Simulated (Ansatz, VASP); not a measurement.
**Two plane-wave programs on Ni**

```
Ni
1.0
     0.00000    1.77839    1.77839
     1.77839    0.00000    1.77839
     1.77839    1.77839    0.00000
Ni
1
Direct
  0.00000 0.00000 0.00000
```

Alike in both runs: task single point; functional LDA; k mesh 26 × 26 × 26; occupations fermi-dirac, width 0.05 eV; collinear spin.

|  | VASP | Ansatz |
| --- | --- | --- |
| version | VASP 6.6.1 | Ansatz 0.2.0 |
| potentials or method | VASP PAW LDA potentials, release 64 (Ni), cutoff 520 eV | plane waves (420 eV) with PAW, scalar-relativistic |
| valence electrons in the cell | 10 | 18 |

```csv
,VASP,Ansatz,Ansatz less VASP
pressure (GPa),-22.0,-22.1,-0.10
net moment per atom (μB),0.59,0.62,+0.030
size of the moment on the site where the two differ most (μB),0.60,0.65,+0.052
```

Ansatz warns that its potentials were made for another functional, while VASP's fit it. LDA's correlation is that of Perdew and Zunger in VASP and of Perdew and Wang (1992) in Ansatz. Site moments also hang on the region over which each program counts them. VASP's potentials hold 10 valence electrons a cell and Ansatz's 18, so a difference there can come from the potentials and not from the codes.
